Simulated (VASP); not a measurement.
# CdHg3Se4 (P-4m2) in VASP: relaxation of cell and atoms with PBE

Aim: the relaxation of cell and atoms of CdHg3Se4 with PBE.

Everything below comes from runs of VASP 6.6.1. Logs are shortened: lines on timing, memory, paths and dates and some standing lists are left out, and cuts for length are marked.

## Step 1: The cell of the first run

It takes space group P-4m2 (No. 115, tetragonal). Conventional cell: a = 4.420 Å, b = 4.420 Å, c = 12.465 Å, α = 90.00°, β = 90.00°, γ = 90.00°. Cd (site symmetry -4m2) has 4 Se at 2.69 Å within 3.5 Å. Hg (site symmetry 2mm) has 4 Se at 2.71 Å within 3.6 Å. Hg (site symmetry -4m2) has 4 Se at 2.71 Å within 3.6 Å. Se (site symmetry 2mm) has 4 Hg at 2.71 Å within 3.6 Å. Se (site symmetry 2mm) has 2 Cd at 2.69 Å and 2 Hg at 2.71 Å within 3.5 Å.

## Step 2: Relaxation of cell and atoms, PBE

Contents of INCAR:

```
SYSTEM = CdHg3Se4
PREC = Accurate
ENCUT = 600
EDIFF = 1E-6
ISMEAR = 0
SIGMA = 0.1
LREAL = .FALSE.
LASPH = .TRUE.
NELM = 80
ALGO = Fast
ISIF = 3
LWAVE = .FALSE.
LCHARG = .FALSE.
GGA = PE
IBRION = 2
NSW = 100
EDIFFG = -0.01
```

Contents of KPOINTS:

```
Automatic mesh
0
G
  8 8 4
  0 0 0
```

Contents of POSCAR:

```
CdHg3Se4
1.0
    4.4198563000      0.0000000000      0.0000000000
    0.0000000000      4.4198563000      0.0000000000
    0.0000000000      0.0000000000     12.4648048000
Cd Hg Se
1 3 4
Direct
    0.5000000000      0.5000000000      0.5000000000
    0.0000000000      0.0000000000      0.7485850000
    0.5000000000      0.5000000000      0.0000000000
    0.0000000000      0.0000000000      0.2514150000
    0.5000000000      0.0000000000      0.8742890000
    0.0000000000      0.5000000000      0.1257110000
    0.5000000000      0.0000000000      0.3773530000
    0.0000000000      0.5000000000      0.6226470000
```

Potentials or basis: VASP PAW PBE potentials, release 64 (Cd, Hg, Se).

Command:

```bash
> cat potpaw_PBE.64/Cd/POTCAR potpaw_PBE.64/Hg/POTCAR potpaw_PBE.64/Se/POTCAR > POTCAR
> mpirun -np 1 vasp_std > vasp.out
```

OUTCAR:

```text
SYSTEM = CdHg3Se4
   PREC = Accurate
   ENCUT = 600
   EDIFF = 1E-6
   ISMEAR = 0
   LREAL = .FALSE.
   LASPH = .TRUE.
   NELM = 80
   ISIF = 3
   GGA = PE
   IBRION = 2
   NSW = 100
   EDIFFG = -0.01

 ion  position               nearest neighbor table
   1  0.500  0.500  0.500-   7 2.69   8 2.69   7 2.69   8 2.69
   2  0.000  0.000  0.749-   5 2.71   5 2.71   8 2.71   8 2.71
   3  0.500  0.500  0.000-   5 2.71   6 2.71   5 2.71   6 2.71
   4  0.000  0.000  0.251-   6 2.71   6 2.71   7 2.71   7 2.71
   5  0.500  0.000  0.874-   2 2.71   2 2.71   3 2.71   3 2.71
   6  0.000  0.500  0.126-   4 2.71   4 2.71   3 2.71   3 2.71
   7  0.500  0.000  0.377-   1 2.69   1 2.69   4 2.71   4 2.71
   8  0.000  0.500  0.623-   1 2.69   1 2.69   2 2.71   2 2.71

  LATTYP: Found a simple tetragonal cell.
 ALAT       =     4.4198563000
 C/A-ratio  =     2.8201832716

  Lattice vectors:

 A1 = (   4.4198563000,   0.0000000000,   0.0000000000)
 A2 = (   0.0000000000,   4.4198563000,   0.0000000000)
 A3 = (   0.0000000000,   0.0000000000,  12.4648048000)

Analysis of symmetry for initial positions (statically):
=====================================================================
 Subroutine PRICEL returns:
 Original cell was already a primitive cell.

 Routine SETGRP: Setting up the symmetry group for a
 simple tetragonal supercell.

 Subroutine GETGRP returns: Found  8 space group operations
 (whereof  8 operations were pure point group operations)
 out of a pool of 16 trial point group operations.

The static configuration has the point symmetry D_2d.

Analysis of symmetry for dynamics (positions and initial velocities):
=====================================================================
 Subroutine PRICEL returns:
 Original cell was already a primitive cell.

 Routine SETGRP: Setting up the symmetry group for a
 simple tetragonal supercell.

 Subroutine GETGRP returns: Found  8 space group operations
 (whereof  8 operations were pure point group operations)
 out of a pool of 16 trial point group operations.

The dynamic configuration has the point symmetry D_2d.

 Subroutine INISYM returns: Found  8 space group operations
 (whereof  8 operations are pure point group operations),
 and found     1 'primitive' translations

----------------------------------------------------------------------------------------

                                     Primitive cell

  volume of cell :     243.5016

  direct lattice vectors                    reciprocal lattice vectors
     4.419856300  0.000000000  0.000000000     0.226251700  0.000000000  0.000000000
     0.000000000  4.419856300  0.000000000     0.000000000  0.226251700  0.000000000
     0.000000000  0.000000000 12.464804800     0.000000000  0.000000000  0.080225885

  length of vectors
     4.419856300  4.419856300 12.464804800     0.226251700  0.226251700  0.080225885

  position of ions in fractional coordinates (direct lattice)
     0.500000000  0.500000000  0.500000000
     0.000000000  0.000000000  0.748585000
     0.500000000  0.500000000  0.000000000
     0.000000000  0.000000000  0.251415000
     0.500000000  0.000000000  0.874289000
     0.000000000  0.500000000  0.125711000
     0.500000000  0.000000000  0.377353000
     0.000000000  0.500000000  0.622647000

  ion indices of the primitive-cell ions
   primitive index   ion index
                 1           1
                 2           2
[... 85 lines left out ...]
   ISYM   =      2    0-nonsym 1-usesym 2-fastsym
   POTIM  = 0.5000    time-step for ionic-motion
   TEBEG  =    0.0;   TEEND  =   0.0 temperature during run
   PSTRESS=    0.0 pullay stress
   NELECT =      72.0000    total number of electrons
   NUPDOWN=      -1.0000    fix difference up-down
   EMIN   =  10.00;   EMAX   =-10.00  energy-range for DOS
   EFERMI =   0.00;   METHOD = LEGACY
   ISMEAR =     0;   SIGMA  =   0.10  broadening in eV -4-tet -1-fermi 0-gaus
   EFERMI_NEDOS =   21; number of points for ismear=-14 and -15
   IALGO  =     68    algorithm
   IMIX   =      4    mixing-type and parameters
     AMIX     =   0.40;   BMIX     =  1.00
     AMIX_MAG =   1.60;   BMIX_MAG =  1.00
  volume/ion in A,a.u.               =      30.44       205.40
  Fermi-wavevector in a.u.,A,eV,Ry     =   1.090649  2.061028 16.184342  1.189516
  Thomas-Fermi vector in A             =   2.226878
   LORBIT       =      0    0 simple, 1 ext, 2 COOP (PROOUT), +10 PAW based schemes
   GGA     = PE    functional components
   LHFCALC =     F    Hartree Fock is set to
   AEXX    =    0.0000 exact exchange contribution
   IVDW    =     0    specifies the selected vdW correction
   LEPSILON=     F    determine dielectric tensor
   LRPA    =     F    only Hartree local field effects (RPA)
 conjugate gradient relaxation of ions
 non-spin polarized calculation
 RMM-DIIS sequential band-by-band and
 Gauss-broadening in eV      SIGMA  =   0.10
  energy-cutoff  :      600.00
  volume of cell :      243.50
 maximum number of plane-waves:      8176
 NGX is ok and might be reduce to    36
   NGX = 17   NGY = 17   NGZ = 49

--------------------------------------- Ionic step        1  -------------------------------------------

 number of electron      72.0000002 magnetization

 Free energy of the ion-electron system (eV)
  ---------------------------------------------------
  ext. energy  EPLUGINS =         0.00000000
  ---------------------------------------------------
  free energy    TOTEN  =       -17.74815363 eV

  energy without entropy =      -17.74718690  energy(sigma->0) =      -17.74767027

------------------------ aborting loop because EDIFF is reached ----------------------------------------

  FORCE on cell =-STRESS in cart. coord.  units (eV):
  Direction    XX          YY          ZZ          XY          YZ          ZX
  --------------------------------------------------------------------------------------
  -------------------------------------------------------------------------------------
  Total        0.3156805      0.3156805      0.3433043      0.0000000      0.0000000      0.0000000
  in kB        2.0770962      2.0770962      2.2588535      0.0000000      0.0000000      0.0000000
  external PRESSURE =       2.1376820 kB  Pullay stress =       0.0000000 kB

 VOLUME and BASIS-vectors are now :
 -----------------------------------------------------------------------------
  energy-cutoff  :      600.00
  volume of cell :      243.50
      direct lattice vectors                 reciprocal lattice vectors
     4.419856300  0.000000000  0.000000000     0.226251700  0.000000000  0.000000000
     0.000000000  4.419856300  0.000000000     0.000000000  0.226251700  0.000000000
     0.000000000  0.000000000 12.464804800     0.000000000  0.000000000  0.080225885

 POSITION                                       TOTAL-FORCE (eV/Angst)
 -----------------------------------------------------------------------------------
      2.20993      2.20993      6.23240        -0.000000     -0.000000      0.000000
      0.00000      0.00000      9.33097         0.000000     -0.000000     -0.000113
      2.20993      2.20993      0.00000        -0.000000      0.000000      0.000000
      0.00000      0.00000      3.13384        -0.000000     -0.000000      0.000113
      2.20993      0.00000     10.89784        -0.000000     -0.000000     -0.000106
      0.00000      2.20993      1.56696        -0.000000     -0.000000      0.000106
      2.20993      0.00000      4.70363        -0.000000     -0.000000      0.000279
      0.00000      2.20993      7.76117        -0.000000     -0.000000     -0.000279
 -----------------------------------------------------------------------------------
    total drift:                                0.000000      0.000000      0.000000

  FREE ENERGIE OF THE ION-ELECTRON SYSTEM (eV)
  ---------------------------------------------------
  free  energy   TOTEN  =       -17.7481536342 eV

  energy  without entropy=      -17.7471869002  energy(sigma->0) =      -17.74767027

--------------------------------------- Ionic step        2  -------------------------------------------

 number of electron      72.0000002 magnetization

 Free energy of the ion-electron system (eV)
  ---------------------------------------------------
  ext. energy  EPLUGINS =         0.00000000
  ---------------------------------------------------
  free energy    TOTEN  =       -17.74888939 eV

  energy without entropy =      -17.74791782  energy(sigma->0) =      -17.74840361

 E-fermi :   0.8676     XC(G=0):  -8.6170

 val. band max:        0.8083492153   @ k =   0.0000   0.0000   0.0000
 cond. band min:       1.2311692182   @ k =   0.0000   0.0000   0.2500
 fundamental gap:      0.4228200030
 Fermi energy:         0.8676444567

 k-point     1 :       0.0000    0.0000    0.0000
  band No.  band energies     occupation
      1     -11.9254      2.00000
      2     -11.6898      2.00000
      3     -11.6468      2.00000
      4     -11.4188      2.00000
      5      -7.1382      2.00000
      6      -7.1382      2.00000
[... 1093 lines left out ...]
     42       5.9864      0.00000
     43       6.5119      0.00000

 [... further k-points ...]
[... 5 lines left out ...]
  --------------------------------------------------------------------------------------
  -------------------------------------------------------------------------------------
  Total       -0.0409080     -0.0409080     -0.0150086      0.0000000      0.0000000     -0.0000000
  in kB       -0.2675881     -0.2675881     -0.0981747      0.0000000      0.0000000     -0.0000000
  external PRESSURE =      -0.2111169 kB  Pullay stress =       0.0000000 kB

 VOLUME and BASIS-vectors are now :
 -----------------------------------------------------------------------------
  energy-cutoff  :      600.00
  volume of cell :      244.94
      direct lattice vectors                 reciprocal lattice vectors
     4.428270196  0.000000000  0.000000000     0.225821812  0.000000000  0.000000000
     0.000000000  4.428270196  0.000000000     0.000000000  0.225821812  0.000000000
     0.000000000  0.000000000 12.490609924    -0.000000000  0.000000000  0.080060142

 POSITION                                       TOTAL-FORCE (eV/Angst)
 -----------------------------------------------------------------------------------
      2.21414      2.21414      6.24530         0.000000     -0.000000      0.000000
      0.00000      4.42827      9.35028         0.000000      0.000000      0.000078
      2.21414      2.21414      0.00000         0.000000     -0.000000      0.000000
      4.42827      4.42827      3.14033        -0.000000     -0.000000     -0.000078
      2.21414      4.42827     10.92040        -0.000000      0.000000     -0.000054
      4.42827      2.21414      1.57021         0.000000      0.000000      0.000054
      2.21414      4.42827      4.71338        -0.000000      0.000000      0.000263
      4.42827      2.21414      7.77723         0.000000      0.000000     -0.000263
 -----------------------------------------------------------------------------------
    total drift:                                0.000000      0.000000     -0.000000

  FREE ENERGIE OF THE ION-ELECTRON SYSTEM (eV)
  ---------------------------------------------------
  free  energy   TOTEN  =       -17.7488893908 eV

  energy  without entropy=      -17.7479178210  energy(sigma->0) =      -17.74840361

 reached required accuracy - stopping structural energy minimisation
```

Wall time 17 min (1 thread of Oxide Virtual Turin-like, shared host); peak memory 0.7 GiB.

Results:

* Free energy: -17.7489 eV
* Relaxed volume: 30.62 Å³/atom
* Relaxed cell: a = 4.428 Å, b = 4.428 Å, c = 12.491 Å, α = 90.00°, β = 90.00°, γ = 90.00°
* Space group after relaxing (to 0.1 Å): P-4m2 (No. 115)
* Energy gained by relaxing: 0.1 meV/atom
* Ionic steps: 2
* Pressure after relaxing: 0.0 GPa
* Band gap on the k mesh: zero (filled and empty bands touch)

Step by step:
```tsv
step	energy change (eV)	largest force (eV/Å)	pressure (GPa)	volume (Å³)
1	0.0000	0.0003	0.21	243.50
2	-0.0007	0.0003	-0.02	244.94
```

Final structure:
```
CELL_PARAMETERS angstrom
4.42827 0.00000 0.00000
0.00000 4.42827 0.00000
0.00000 0.00000 12.49061
ATOMIC_POSITIONS crystal
Cd 0.50000 0.50000 0.50000
Hg 0.00000 0.00000 0.74858
Hg 0.50000 0.50000 0.00000
Hg 0.00000 0.00000 0.25142
Se 0.50000 0.00000 0.87429
Se 0.00000 0.50000 0.12571
Se 0.50000 0.00000 0.37735
Se 0.00000 0.50000 0.62265
```

Levels at points of the mesh, in eV from the Fermi level:
```csv
k point,band 32,band 33,band 34,band 35,band 36,band 37,band 38,band 39,band 40,band 41
"(0.00, 0.00, 0.00)",-1.02,-1.02,-0.72,-0.07,-0.06,-0.06,2.13,2.34,2.94,3.14
"(0.50, 0.00, 0.00)",-0.86,-0.81,-0.81,-0.78,-0.78,1.10,1.43,2.37,2.87,5.62
"(0.50, 0.50, 0.00)",-2.12,-1.95,-1.93,-1.93,-1.89,2.59,2.91,3.15,3.15,3.38
"(0.00, 0.00, 0.50)",-1.52,-0.48,-0.48,-0.31,-0.31,0.91,1.16,2.67,2.99,3.23
"(0.50, 0.00, 0.50)",-1.37,-1.05,-0.81,-0.78,-0.78,1.75,1.77,1.80,2.55,5.68
"(0.50, 0.50, 0.50)",-2.09,-2.09,-2.08,-1.99,-1.97,2.90,3.01,3.04,3.74,3.74
```

Caveat: semilocal functionals underestimate gaps, and a narrow one can read as zero; spin-orbit coupling is left out, which moves the levels of the heavy elements.

The gap in the log of VASP goes by the Fermi energy; the results here count the filled bands.